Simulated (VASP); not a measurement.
# Pt in VASP: further runs, part 2 of 2

VASP 6.6.1.

## Step 3: Single point, PBEsol (strain +0.025 along x and y, +0.025 along z)

The input, INCAR:

```
SYSTEM = Pt
  PREC = Accurate
  ENCUT = 520
  EDIFF = 1E-7
  ISMEAR = 0
  SIGMA = 0.15
  LREAL = .FALSE.
  LASPH = .TRUE.
  NELM = 80
  ALGO = Normal
  ISIF = 2
  LWAVE = .FALSE.
  LCHARG = .FALSE.
  GGA = PS
  NBANDS = 11
```

The input, KPOINTS:

```
Automatic mesh
0
G
  20 20 20
  0 0 0
```

The input, POSCAR:

```
Pt
1.0
    0.0000000000      2.0068475000      2.0068475000
    2.0068475000      0.0000000000      2.0068475000
    2.0068475000      2.0068475000      0.0000000000
Pt
1
Direct
    0.0000000000      0.0000000000      0.0000000000
```

Potentials or basis: VASP PAW PBE potentials, release 64 (Pt).

Launch:

```sh
$ cat potpaw_PBE.64/Pt/POTCAR > POTCAR
$ mpirun -np 1 vasp_std > vasp.out
```

Wall time 44 s (1 thread of Intel Xeon 8259CL, shared host); peak memory 0.18 GiB.

The run converged. Its results:

- Free energy: -6.9081 eV
- Pressure: -17.4 GPa
- Band gap on the k mesh: zero (bands 5 and 6 overlap by 1.98 eV)

Levels at points of the mesh, in eV from the Fermi level:
| k point | band 1 | band 2 | band 3 | band 4 | band 5 | band 6 | band 7 | band 8 | band 9 | band 10 |
| --- | --- | --- | --- | --- | --- | --- | --- | --- | --- | --- |
| (0.00, 0.00, 0.00) | -9.54 | -3.40 | -3.40 | -3.40 | -1.46 | -1.46 | 14.79 | 19.35 | 19.35 | 19.35 |
| (0.50, 0.00, 0.00) | -6.67 | -3.44 | -3.44 | -0.27 | 0.03 | 0.03 | 5.29 | 14.32 | 18.44 | 18.44 |
| (0.50, 0.50, 0.00) | -6.37 | -5.95 | 0.00 | 0.42 | 0.42 | 1.84 | 8.10 | 11.11 | 11.11 | 19.25 |

Caveat: the cell differs from its parent crystal (strain +0.025 along x and y, +0.025 along z); the cell stands under tension; the PAW data sets were made with another functional, which shifts forces and pressure a little; spin-orbit coupling is left out, which moves the levels of the heavy elements.

## Step 4: Single point, PBEsol (strain -0.050 along x and y, -0.025 along z)

The input, INCAR:

```
PREC = Accurate ; ENCUT = 520
EDIFF = 1E-6 ; ISMEAR = 0
SIGMA = 0.15 ; LREAL = False
LASPH = True ; NELM = 80
ALGO = Normal ; ISIF = 2
LWAVE = False ; LCHARG = False
GGA = PS ; NBANDS = 11
```

The input, KPOINTS:

```
Automatic mesh
0
Gamma
  20 20 20
```

The input, POSCAR:

```
Pt
1.0
    0.0000000000      1.8600050000      1.9089525000
    1.8600050000      0.0000000000      1.9089525000
    1.8600050000      1.8600050000      0.0000000000
Pt
1
Direct
    0.0000000000      0.0000000000      0.0000000000
```

Launch:

```sh
$ cat potpaw_PBE.64/Pt/POTCAR > POTCAR
$ mpirun -np 1 vasp_std > vasp.out
```

Wall time 97 s (1 thread of Intel Xeon 8259CL, shared host); peak memory 0.21 GiB.

The run converged. Its results:

```yaml
Free_energy: -6.7104 eV
Pressure: 52.5 GPa
Band_gap_on_the_k_mesh: zero (bands 5 and 6 overlap by 2.99 eV)
```

Stress tensor (GPa, compression positive):
```
54.24  0.00  0.00
 0.00 54.24  0.00
 0.00  0.00 49.16
```

Levels at points of the mesh, in eV from the Fermi level:
```tsv
k point	band 2	band 3	band 4	band 5	band 6	band 7	band 8	band 9
(0.00, 0.00, 0.00)	-4.97	-4.60	-4.60	-2.26	-1.80	14.13	19.29	20.13
(0.50, 0.00, 0.00)	-5.00	-4.64	-1.12	-0.02	0.16	6.92	13.70	19.58
(0.50, 0.50, 0.00)	-8.20	0.07	0.63	0.63	1.08	9.89	12.05	12.05
(0.50, 0.00, 0.50)	-8.20	0.02	0.48	0.82	1.64	10.65	11.42	11.71
```

Caveat: the cell differs from its parent crystal (strain -0.050 along x and y, -0.025 along z); the cell stands under pressure; the PAW data sets were made with another functional, which shifts forces and pressure a little; spin-orbit coupling is left out, which moves the levels of the heavy elements.

## Step 5: Single point, PBEsol (strain -0.050 along x and y, +0.025 along z)

The input, INCAR:

```
  PREC = Accurate
  ENCUT = 520
  EDIFF = 1E-6
  ISMEAR = 0
  SIGMA = 0.15
  LREAL = F
  LASPH = T
  NELM = 80
  ALGO = Fast
  ISIF = 2
  LWAVE = F
  LCHARG = T
  GGA = PS
  LELF = T
  LVHAR = T
  NBANDS = 11
```

KPOINTS is that of step 4.

The input, POSCAR:

```
Pt
1.0
    0.0000000000      1.8600050000      2.0068475000
    1.8600050000      0.0000000000      2.0068475000
    1.8600050000      1.8600050000      0.0000000000
Pt
1
Direct
    0.0000000000      0.0000000000      0.0000000000
```

Launch:

```sh
$ cat potpaw_PBE.64/Pt/POTCAR > POTCAR
$ mpirun -np 1 vasp_std > vasp.out
```

Wall time 2.2 min (1 thread of Intel Xeon 8259CL, shared host); peak memory 0.21 GiB.

It converged, with:

```yaml
Free_energy: -6.8537 eV
Pressure: 29.1 GPa
Band_gap_on_the_k_mesh: zero (bands 5 and 6 overlap by 2.99 eV)
```

Stress tensor (GPa, compression positive):
```
33.60  0.00  0.00
 0.00 33.60  0.00
 0.00  0.00 20.08
```

Levels at points of the mesh, in eV from the Fermi level:
| k point | band 1 | band 2 | band 3 | band 4 | band 5 | band 6 | band 7 | band 8 | band 9 | band 10 |
| --- | --- | --- | --- | --- | --- | --- | --- | --- | --- | --- |
| (0.00, 0.00, 0.00) | -11.25 | -4.99 | -3.94 | -3.94 | -2.51 | -1.24 | 14.46 | 18.38 | 20.56 | 20.56 |
| (0.50, 0.00, 0.00) | -8.26 | -4.89 | -3.91 | -0.86 | -0.14 | 0.30 | 6.55 | 13.81 | 19.02 | 20.26 |
| (0.50, 0.50, 0.00) | -8.15 | -7.57 | 0.15 | 0.55 | 0.55 | 0.58 | 8.42 | 12.57 | 12.57 | 21.88 |
| (0.50, 0.00, 0.50) | -8.04 | -7.51 | -0.05 | 0.14 | 1.09 | 2.12 | 10.56 | 10.86 | 11.53 | 20.99 |

Caveat: the cell differs from its parent crystal (strain -0.050 along x and y, +0.025 along z); the cell stands under pressure; the PAW data sets were made with another functional, which shifts forces and pressure a little; spin-orbit coupling is left out, which moves the levels of the heavy elements.

## Step 6: Single point, PBEsol (strain -0.025 along x and y, +0.025 along z)

The input, INCAR:

```
PREC = Accurate ; ENCUT = 520
EDIFF = 1E-6 ; ISMEAR = 0
SIGMA = 0.15 ; LREAL = F
LASPH = T ; NELM = 60
ALGO = Fast ; ISIF = 2
LWAVE = F ; LCHARG = T
GGA = PS ; LELF = T
LVHAR = T ; NBANDS = 11
```

KPOINTS is that of step 5.

The input, POSCAR:

```
Pt
1.0
    0.0000000000      1.9089525000      2.0068475000
    1.9089525000      0.0000000000      2.0068475000
    1.9089525000      1.9089525000      0.0000000000
Pt
1
Direct
    0.0000000000      0.0000000000      0.0000000000
```

Potentials or basis: VASP PAW PBE potentials, release 64 (Pt).

Launch:

```sh
$ cat potpaw_PBE.64/Pt/POTCAR > POTCAR
$ mpirun -np 1 vasp_std > vasp.out
```

OUTCAR:

```text
PREC = Accurate
   ENCUT = 520
   EDIFF = 1E-6
   ISMEAR = 0
   LREAL = F
   LASPH = T
   NELM = 60
   ISIF = 2
   GGA = PS

 ion  position               nearest neighbor table
   1  0.000  0.000  0.000-

  LATTYP: Found a body centered tetragonal cell.
 ALAT       =     2.6996665154
 C/A-ratio  =     1.4867373348

  Lattice vectors:

 A1 = (  -1.9089525000,   0.0000000000,   2.0068475000)
 A2 = (   1.9089525000,   0.0000000000,   2.0068475000)
 A3 = (   0.0000000000,   1.9089525000,  -2.0068475000)

Analysis of symmetry for initial positions (statically):
=====================================================================
 Subroutine PRICEL returns:
 Original cell was already a primitive cell.

 Routine SETGRP: Setting up the symmetry group for a
 body centered tetragonal supercell.

 Subroutine GETGRP returns: Found 16 space group operations
 (whereof 16 operations were pure point group operations)
 out of a pool of 16 trial point group operations.

The static configuration has the point symmetry D_4h.

Analysis of symmetry for dynamics (positions and initial velocities):
[... 168 lines left out ...]
      1       1.0502      2.00000
      2       7.2911      2.00000
      3       7.9265      2.00000
      4       7.9265      2.00000
      5       9.5982      2.00000
      6      10.3535      2.00000
      7      26.2715      0.00000
      8      30.4838      0.00000
      9      31.8195      0.00000
     10      31.8195      0.00000
     11      36.8342      0.00000
[... 309 lines left out ...]
 k-point    24 :      -0.3500    0.0500    0.0000
  band No.  band energies     occupation
      1       4.0395      2.00000
      2       7.4904      2.00000
      3       8.1665      2.00000
      4       8.6470      2.00000
      5      10.8430      2.00000
      6      11.6541      1.30042
      7      20.9362      0.00000
      8      26.6605      0.00000
      9      31.2646      0.00000
     10      33.4806      0.00000
     11      36.8460      0.00000

 [... further k-points ...]

------------------------ aborting loop because EDIFF is reached ----------------------------------------

  FORCE on cell =-STRESS in cart. coord.  units (eV):
  Direction    XX          YY          ZZ          XY          YZ          ZX
  --------------------------------------------------------------------------------------
  -------------------------------------------------------------------------------------
  Total        0.9992814      0.9992814      0.3658393      0.0000000      0.0000000      0.0000000
  in kB      109.4620954    109.4620954     40.0743353      0.0000000      0.0000000      0.0000000
  external PRESSURE =      86.3328420 kB  Pullay stress =       0.0000000 kB

 VOLUME and BASIS-vectors are now :
 -----------------------------------------------------------------------------
  energy-cutoff  :      520.00
  volume of cell :       14.63
      direct lattice vectors                 reciprocal lattice vectors
     0.000000000  1.908952500  2.006847500    -0.261923751  0.261923751  0.249146983
     1.908952500  0.000000000  2.006847500     0.261923751 -0.261923751  0.249146983
     1.908952500  1.908952500  0.000000000     0.261923751  0.261923751 -0.249146983

 POSITION                                       TOTAL-FORCE (eV/Angst)
 -----------------------------------------------------------------------------------
      0.00000      0.00000      0.00000         0.000000     -0.000000      0.000000
 -----------------------------------------------------------------------------------
    total drift:                                0.000000      0.000000     -0.000000

  FREE ENERGIE OF THE ION-ELECTRON SYSTEM (eV)
  ---------------------------------------------------
  free  energy   TOTEN  =        -6.9541895017 eV

  energy  without entropy=       -6.9351546802  energy(sigma->0) =       -6.94467209
```

It took 2 min on 1 thread of Intel Xeon 8259CL, shared host; peak memory 0.22 GiB.

What came out:

* Free energy: -6.9542 eV
* Pressure: 8.6 GPa
* Band gap on the k mesh: zero (bands 5 and 6 overlap by 2.62 eV)

Caveat: the cell differs from its parent crystal (strain -0.025 along x and y, +0.025 along z); the cell stands under pressure; the PAW data sets were made with another functional, which shifts forces and pressure a little; spin-orbit coupling is left out, which moves the levels of the heavy elements.

## Step 7: Summary

```tsv
cell	gap on the mesh (eV)	pressure (GPa)
a = 2.630 Å, angles 60.0°, 1 atom	none	67.5
a = 2.838 Å, angles 60.0°, 1 atom	none	-17.4
a = 2.665, b = 2.665, c = 2.630 Å, angles 60.4, 60.4, 59.1°, 1 atom	none	52.5
a = 2.736, b = 2.736, c = 2.630 Å, angles 61.3, 61.3, 57.5°, 1 atom	none	29.1
a = 2.770, b = 2.770, c = 2.700 Å, angles 60.8, 60.8, 58.3°, 1 atom	none	8.6
```

Alike in all rows: task single point; level PBEsol; potentials or basis VASP PAW PBE potentials, release 64 (Pt); no spin polarisation; k mesh 20 × 20 × 20; cutoff (eV) 520; smearing gaussian 0.15 eV.

Caveats: the PAW data sets were made with another functional, which shifts forces and pressure a little; spin-orbit coupling is left out, which moves the levels of the heavy elements; the cell stands under pressure (at least some runs); the cell stands under tension (at least some runs).

Absolute energies hang on the potentials; compare differences alone.
